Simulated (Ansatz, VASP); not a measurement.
## C in VASP and in Ansatz

INCAR

```
ALGO     = Normal         # electronic algorithm
EDIFF    = 1E-6           # SCF threshold, eV
ENCUT    = 520            # plane-wave cutoff, eV
GGA      = PE             # functional
ISIF     = 2              # what is computed and relaxed
ISMEAR   = 0              # smearing method
LASPH    = T              # aspherical terms in the spheres
LCHARG   = F              # write CHGCAR
LREAL    = F              # projectors in reciprocal space
LWAVE    = F              # write WAVECAR
NBANDS   = 11             # bands
NELM     = 100            # most SCF steps
PREC     = Accurate       # precision mode
SIGMA    = 0.01           # smearing width, eV
```

File KPOINTS:

```
k-points
0
Gamma
  14 14 14
```

The input POSCAR:

```
C
1.0
    0.0000000000      2.1270000000      3.3480000000
    1.2280000000      0.0000000000      3.3480000000
    1.2280000000      2.1270000000      0.0000000000
C
2
Direct
    0.1666700000      0.8333300000      0.1666700000
    0.8333300000      0.1666700000      0.8333300000
```

Input for Ansatz:

```yaml
crystal:
  lattice:
    - [0.0, 2.127, 3.348]
    - [1.228, 0.0, 3.348]
    - [1.228, 2.127, 0.0]
  atoms:
    - { symbol: C, position: [0.16667, 0.83333, 0.16667] }
    - { symbol: C, position: [0.83333, 0.16667, 0.83333] }
basis:
  ecutwfc: 420
kpoints:
  mp_grid: { grid: [14, 14, 14] }
hamiltonian:
  xc: pbe
scf:
  occupations: { method: fixed }
output:
  forces: true
  stress: true
  eigenvalues: true
```

Alike in both runs: task single point; functional PBE; k mesh 14 × 14 × 14; no spin polarisation.

|  | VASP | Ansatz |
| --- | --- | --- |
| version | VASP 6.6.1 | Ansatz 0.2.0 |
| potentials or method | VASP PAW PBE potentials, release 64 (C), cutoff 520 eV | scalar-relativistic, plane waves, PAW |
| occupations | gaussian, width 0.01 eV | fixed |
| valence electrons in the cell | 8 | 8 |

VASP gave:

| Quantity | Value |
| --- | --- |
| gap on the k mesh at the Fermi level (eV) | 0.36 |
| least direct gap on the mesh (eV) | 0.44 |
| pressure (GPa) | 5.0 |
| traceless stress, the component that is largest in VASP (GPa) | -1.12 |
| rms of the force components (eV/Å) | 0.018 |

Task: What did Ansatz give for the same quantities?

Result: gap on the k mesh at the Fermi level (eV): 0.36; least direct gap on the mesh (eV): 0.44; pressure (GPa): 4.6; traceless stress, the component that is largest in VASP (GPa): -0.58; rms of the force components (eV/Å): 0.018.

Atom by atom the forces differ by 0.000 eV/Å (rms over components).
